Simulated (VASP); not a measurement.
Here is a VASP 6.6.1 calculation.

File POSCAR:

```
InSe
1.0
    4.0565820873      0.0000000000      0.0000000000
   -2.0282910437      3.5131031401      0.0000000000
    0.0000000000      0.0000000000     18.3472507668
In Se
4 4
Direct
    0.3333333333      0.6666666667      0.1735419992
    0.6666666667      0.3333333333      0.6735419992
    0.3333333333      0.6666666667      0.3264580008
    0.6666666667      0.3333333333      0.8264580008
    0.3333333333      0.6666666667      0.6050480209
    0.6666666667      0.3333333333      0.1050480209
    0.3333333333      0.6666666667      0.8949519791
    0.6666666667      0.3333333333      0.3949519791
```

File INCAR.step1:

```
ALGO = Normal
EDIFF = 1E-4
ENCUT = 520
GGA = PE
ISMEAR = 0
LASPH = True
LCHARG = False
LREAL = False
LWAVE = True
NBANDS = 48
NELM = 80
PREC = Accurate
SIGMA = 0.02
```

The input INCAR.step2:

```
ALGO = Normal
EDIFF = 1E-6
ENCUT = 520
ISIF = 2
ISMEAR = 0
ISTART = 1
LASPH = True
LCHARG = True
LELF = True
LMIXTAU = True
LREAL = False
LVHAR = True
LWAVE = False
METAGGA = R2SCAN
NBANDS = 48
NELM = 80
PREC = Accurate
SIGMA = 0.02
```

The input KPOINTS:

```
k-points
0
Gamma
  12 12 2
```

Potentials or basis: VASP PAW PBE potentials, release 64 (In_d, Se).

Run with:

```sh
$ cat potpaw_PBE.64/In_d/POTCAR potpaw_PBE.64/Se/POTCAR > POTCAR
$ cp INCAR.step1 INCAR
$ mpirun -np 1 vasp_std > vasp.out
$ cp INCAR.step2 INCAR
$ mpirun -np 1 vasp_std > vasp.out
```

Task: Predict the pressure.

Result: -0.4 GPa.

Task: Predict the largest force.

Result: 0.011 eV/Å.

Task: Estimate the band gap on the k mesh.

Result: 1.18 eV.

Forces in eV/Å, atoms in the order of the input:
```
In   0.000  0.000  0.006
In   0.000  0.000  0.006
In   0.000  0.000 -0.006
In   0.000  0.000 -0.006
Se   0.000  0.000 -0.011
Se   0.000  0.000 -0.011
Se   0.000  0.000  0.011
Se   0.000  0.000  0.011
```

Caveat: the PAW data sets were made with another functional, which shifts forces and pressure a little; spin-orbit coupling is left out, which moves the levels of the heavy elements. A k mesh can miss the band edges.
